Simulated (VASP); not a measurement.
# Nb2Sn2S (P-3m1) in VASP: a series of runs, part 2 of 2

VASP 6.6.1.

## 3. Single point, PBE

This run uses another cell than the first one, of 21.08 Å³/atom, 1.085 times its volume.

The input, INCAR:

```
SYSTEM = Nb2Sn2S
ALGO = Normal
EDIFF = 1E-6
ENCUT = 520
GGA = PE
ISIF = 2
ISMEAR = 0
LASPH = .True.
LCHARG = .False.
LREAL = .False.
LWAVE = .False.
NBANDS = 38
NELM = 100
PREC = Accurate
SIGMA = 0.1
```

The input, KPOINTS:

```
k-points
0
Gamma
  12 12 4
  0 0 0
```

The input, POSCAR:

```
Nb2Sn2S
1.0
    3.5076629937      0.0000000000      0.0000000000
   -1.7538314969      3.0377252605      0.0000000000
    0.0000000000      0.0000000000      9.8900966655
Nb Sn S
2 2 1
Direct
    0.3333333333      0.6666666667      0.1283768985
    0.6666666667      0.3333333333      0.8716231015
    0.3333333333      0.6666666667      0.6403164303
    0.6666666667      0.3333333333      0.3596835697
    0.0000000000      0.0000000000      0.0000000000
```

Potentials or basis: VASP PAW PBE potentials, release 64 (Nb_sv, Sn_d, S).

Run with:

```sh
cat potpaw_PBE.64/Nb_sv/POTCAR potpaw_PBE.64/Sn_d/POTCAR potpaw_PBE.64/S/POTCAR > POTCAR
mpirun -np 1 vasp_std > vasp.out
```

OUTCAR:

```text
SYSTEM = Nb2Sn2S
   EDIFF = 1E-6
   ENCUT = 520
   GGA = PE
   ISIF = 2
   ISMEAR = 0
   LASPH = .True.
   LREAL = .False.
   NELM = 100
   PREC = Accurate

 ion  position               nearest neighbor table
   1  0.333  0.667  0.128-   5 2.39   5 2.39   5 2.39   4 3.06   4 3.06   4 3.06
   2  0.667  0.333  0.872-   5 2.39   5 2.39   5 2.39   3 3.06   3 3.06   3 3.06
   3  0.333  0.667  0.640-   2 3.06   2 3.06   2 3.06   4 3.44   4 3.44   4 3.44
   4  0.667  0.333  0.360-   1 3.06   1 3.06   1 3.06   3 3.44   3 3.44   3 3.44
   5  0.000  0.000  0.000-   1 2.39   2 2.39   2 2.39   1 2.39   2 2.39   1 2.39

  LATTYP: Found a hexagonal cell.
 ALAT       =     3.5076629937
 C/A-ratio  =     2.8195686653

  Lattice vectors:

 A1 = (   3.5076629937,   0.0000000000,   0.0000000000)
 A2 = (  -1.7538314969,   3.0377252605,   0.0000000000)
 A3 = (   0.0000000000,   0.0000000000,   9.8900966655)

Analysis of symmetry for initial positions (statically):
=====================================================================
 Subroutine PRICEL returns:
 Original cell was already a primitive cell.

 Routine SETGRP: Setting up the symmetry group for a
 hexagonal supercell.

 Subroutine GETGRP returns: Found 12 space group operations
 (whereof 12 operations were pure point group operations)
 out of a pool of 24 trial point group operations.

The static configuration has the point symmetry D_3d.

Analysis of symmetry for dynamics (positions and initial velocities):
=====================================================================
 Subroutine PRICEL returns:
 Original cell was already a primitive cell.

 Routine SETGRP: Setting up the symmetry group for a
 hexagonal supercell.

 Subroutine GETGRP returns: Found 12 space group operations
 (whereof 12 operations were pure point group operations)
 out of a pool of 24 trial point group operations.

[... 119 lines left out ...]
   EMIN   =  10.00;   EMAX   =-10.00  energy-range for DOS
   EFERMI =   0.00;   METHOD = LEGACY
   ISMEAR =     0;   SIGMA  =   0.10  broadening in eV -4-tet -1-fermi 0-gaus
   EFERMI_NEDOS =   21; number of points for ismear=-14 and -15
   IALGO  =     38    algorithm
   IMIX   =      4    mixing-type and parameters
     AMIX     =   0.40;   BMIX     =  1.00
     AMIX_MAG =   1.60;   BMIX_MAG =  1.00
  volume/ion in A,a.u.               =      21.08       142.23
  Fermi-wavevector in a.u.,A,eV,Ry     =   1.356864  2.564101 25.049409  1.841080
  Thomas-Fermi vector in A             =   2.483831
   LORBIT       =      0    0 simple, 1 ext, 2 COOP (PROOUT), +10 PAW based schemes
   GGA     = PE    functional components
   LHFCALC =     F    Hartree Fock is set to
   AEXX    =    0.0000 exact exchange contribution
   IVDW    =     0    specifies the selected vdW correction
   LEPSILON=     F    determine dielectric tensor
   LRPA    =     F    only Hartree local field effects (RPA)
 non-spin polarized calculation
 Gauss-broadening in eV      SIGMA  =   0.10
  energy-cutoff  :      520.00
  volume of cell :      105.38
 maximum number of plane-waves:      2893
 NGX is ok and might be reduce to    28
   NGX = 13   NGY = 13   NGZ = 37

 number of electron      60.0000002 magnetization

 Free energy of the ion-electron system (eV)
  ---------------------------------------------------
  ext. energy  EPLUGINS =         0.00000000
  ---------------------------------------------------
  free energy    TOTEN  =       -33.49226442 eV

  energy without entropy =      -33.47640599  energy(sigma->0) =      -33.48433520

 E-fermi :   9.5416     XC(G=0): -11.1588

 val. band max:        9.5359336484   @ k =   0.4167  -0.0000   0.2500
 cond. band min:       9.5470836977   @ k =   0.3333   0.0833   0.2500
 fundamental gap:      0.0111500493
 Fermi energy:         9.5416031909

 k-point     1 :       0.0000    0.0000    0.0000
  band No.  band energies     occupation
      1     -45.7188      2.00000
      2     -45.6767      2.00000
      3     -22.0129      2.00000
      4     -21.7903      2.00000
      5     -21.7903      2.00000
      6     -21.7412      2.00000
[... 973 lines left out ...]
     37      13.2919      0.00000
     38      13.9617      0.00000

 [... further k-points ...]
[... 5 lines left out ...]
  --------------------------------------------------------------------------------------
  -------------------------------------------------------------------------------------
  Total       -0.1401918     -0.1401918     -0.1315522      0.0000000      0.0000000     -0.0000000
  in kB       -2.1314065     -2.1314065     -2.0000543      0.0000000      0.0000000     -0.0000000
  external PRESSURE =      -2.0876224 kB  Pullay stress =       0.0000000 kB

 VOLUME and BASIS-vectors are now :
 -----------------------------------------------------------------------------
  energy-cutoff  :      520.00
  volume of cell :      105.38
      direct lattice vectors                 reciprocal lattice vectors
     3.507662994  0.000000000  0.000000000     0.285090102  0.164596847  0.000000000
    -1.753831497  3.037725260  0.000000000     0.000000000  0.329193694  0.000000000
     0.000000000  0.000000000  9.890096665     0.000000000  0.000000000  0.101111246

 POSITION                                       TOTAL-FORCE (eV/Angst)
 -----------------------------------------------------------------------------------
     -0.00000      2.02515      1.26966         0.000000      0.000000     -0.019726
      1.75383      1.01258      8.62044        -0.000000      0.000000      0.019726
     -0.00000      2.02515      6.33279         0.000000      0.000000      0.006629
      1.75383      1.01258      3.55731        -0.000000     -0.000000     -0.006629
      0.00000      0.00000      0.00000        -0.000000      0.000000     -0.000000
 -----------------------------------------------------------------------------------
    total drift:                                0.000000     -0.000000      0.000000

  FREE ENERGIE OF THE ION-ELECTRON SYSTEM (eV)
  ---------------------------------------------------
  free  energy   TOTEN  =       -33.4922644166 eV

  energy  without entropy=      -33.4764059916  energy(sigma->0) =      -33.48433520
```

It took 5.5 min on 1 thread of Intel Xeon 6975P-C, shared host; peak memory 0.41 GiB.

What came out:

| Property | Result |
| --- | --- |
| Free energy | -33.4923 eV |
| Pressure | -0.2 GPa |
| Largest force | 0.020 eV/Å |
| Band gap on the k mesh | zero (band 30 reaches 9.73 eV, above the bottom of band 31 at 9.09 eV) |

Forces on the atoms (eV/Å):
```
Nb   0.000  0.000 -0.020
Nb   0.000  0.000  0.020
Sn   0.000  0.000  0.007
Sn   0.000  0.000 -0.007
S    0.000  0.000  0.000
```

Caveat: spin-orbit coupling is left out, which moves the levels of the heavy elements.

## 4. Relaxation of cell and atoms, PBE

This run uses another cell than the first one, of 21.05 Å³/atom, 1.084 times its volume.

The input, INCAR:

```
SYSTEM = Nb2Sn2S
ALGO = Normal
EDIFF = 1E-7
EDIFFG = -0.01
ENCUT = 600
GGA = PE
IBRION = 2
ISIF = 3
ISMEAR = 0
LASPH = .TRUE.
LCHARG = .FALSE.
LREAL = .FALSE.
LWAVE = .FALSE.
NELM = 60
NSW = 100
PREC = Accurate
SIGMA = 0.1
```

The input, KPOINTS:

```
k-points
0
G
  12 12 4
  0 0 0
```

The input, POSCAR:

```
Nb2Sn2S
1.0
    3.5091849041      0.0000000000      0.0000000000
   -1.7545924521      3.0390432735      0.0000000000
    0.0000000000      0.0000000000      9.8699564482
Nb Sn S
2 2 1
Direct
    0.3333333333      0.6666666667      0.1284118292
    0.6666666667      0.3333333333      0.8715881708
    0.3333333333      0.6666666667      0.6385206314
    0.6666666667      0.3333333333      0.3614793686
    0.0000000000      0.0000000000      0.0000000000
```

Run with:

```sh
cat potpaw_PBE.64/Nb_sv/POTCAR potpaw_PBE.64/Sn_d/POTCAR potpaw_PBE.64/S/POTCAR > POTCAR
mpirun -np 1 vasp_std > vasp.out
```

It took 19 min on 1 thread of Intel Xeon 6975P-C (Granite Rapids), shared host; peak memory 0.47 GiB.

It converged, with:

```
Free energy                            : -33.4926 eV
Relaxed volume                         : 21.04 Å³/atom
Relaxed cell                           : a = 3.505 Å, b = 3.505 Å, c = 9.888 Å, α = 90.00°, β = 90.00°, γ = 120.00°
Space group after relaxing (to 0.05 Å) : P-3m1 (No. 164)
Energy gained by relaxing              : 0.4 meV/atom
Ionic steps                            : 10
Pressure after relaxing                : 0.0 GPa
Largest force after relaxing           : 0.004 eV/Å
Band gap on the k mesh                 : zero (band 30 reaches 9.75 eV, above the bottom of band 31 at 9.11 eV)
```

Forces on the atoms (eV/Å):
```
Nb   0.000  0.000  0.004
Nb   0.000  0.000 -0.004
Sn   0.000  0.000  0.004
Sn   0.000  0.000 -0.004
S    0.000  0.000  0.000
```

The path:
| step | energy change (eV) | largest force (eV/Å) | pressure (GPa) | volume (Å³) |
| --- | --- | --- | --- | --- |
| 1 | 0.0000 | 0.1144 | -0.30 | 105.26 |
| 2 | -0.0009 | 0.0488 | 0.37 | 104.67 |
| 3 | -0.0010 | 0.0634 | 0.23 | 104.79 |
| 4 | -0.0017 | 0.0279 | 0.08 | 104.95 |
| 5 | -0.0017 | 0.0490 | 0.03 | 105.01 |
| 6 | -0.0019 | 0.0311 | 0.00 | 105.10 |
| 7 | -0.0021 | 0.0088 | -0.05 | 105.27 |
| 8 | -0.0021 | 0.0090 | -0.05 | 105.26 |
| 9 | -0.0021 | 0.0119 | 0.10 | 105.15 |
| 10 | -0.0021 | 0.0041 | 0.02 | 105.21 |

Final structure:
```yaml
crystal:
  lattice:
    - [3.50504, 0.00000, 0.00000]
    - [-1.75252, 3.03545, 0.00000]
    - [0.00000, 0.00000, 9.88849]
  atoms:
    - { symbol: Nb, position: [0.33333, 0.66667, 0.12831] }
    - { symbol: Nb, position: [0.66667, 0.33333, 0.87169] }
    - { symbol: Sn, position: [0.33333, 0.66667, 0.64029] }
    - { symbol: Sn, position: [0.66667, 0.33333, 0.35971] }
    - { symbol: S, position: [0.00000, 0.00000, 0.00000] }
```

Levels at points of the mesh, in eV from the Fermi level:
```
           k point  band 27  band 28  band 29  band 30  band 31  band 32  band 33  band 34
(0.00, 0.00, 0.00)    -1.44    -1.20    -0.62    -0.62     1.22     1.22     1.30     1.58
(0.50, 0.00, 0.00)    -3.26    -0.72    -0.67     0.19     0.89     1.22     1.85     1.87
(0.00, 0.00, 0.50)    -1.44    -1.44    -0.61    -0.61     0.43     1.22     1.22     1.57
(0.50, 0.00, 0.50)    -3.34    -0.84    -0.49     0.08     1.01     1.23     1.61     1.74
```

Caveat: spin-orbit coupling is left out, which moves the levels of the heavy elements.

## 5. Overview

```csv
task,cell,k mesh,cutoff (eV),gap on the mesh (eV),pressure (GPa),relaxed volume (Å³/atom),largest force (eV/Å)
relaxation of cell and atoms,"relaxed from a = 4.003, b = 4.003, c = 6.998 Å, angles 90.0, 90.0, 120.0°, 5 atoms",6 × 6 × 4,600,none,-0.1,21.27,0.02
single point,"a = 3.508, b = 3.508, c = 9.890 Å, angles 90.0, 90.0, 120.0°, 5 atoms",12 × 12 × 4,520,none,-0.2,-,0.02
relaxation of cell and atoms,"relaxed from a = 3.509, b = 3.509, c = 9.870 Å, angles 90.0, 90.0, 120.0°, 5 atoms",12 × 12 × 4,600,none,0.0,21.04,-
```

Alike in all rows: level PBE; potentials or basis VASP PAW PBE potentials, release 64 (Nb_sv, Sn_d, S); no spin polarisation; smearing gaussian 0.1 eV.

Caveats: spin-orbit coupling is left out, which moves the levels of the heavy elements.

Total energies depend on the potentials used, so only differences within one code and one set of settings carry meaning.
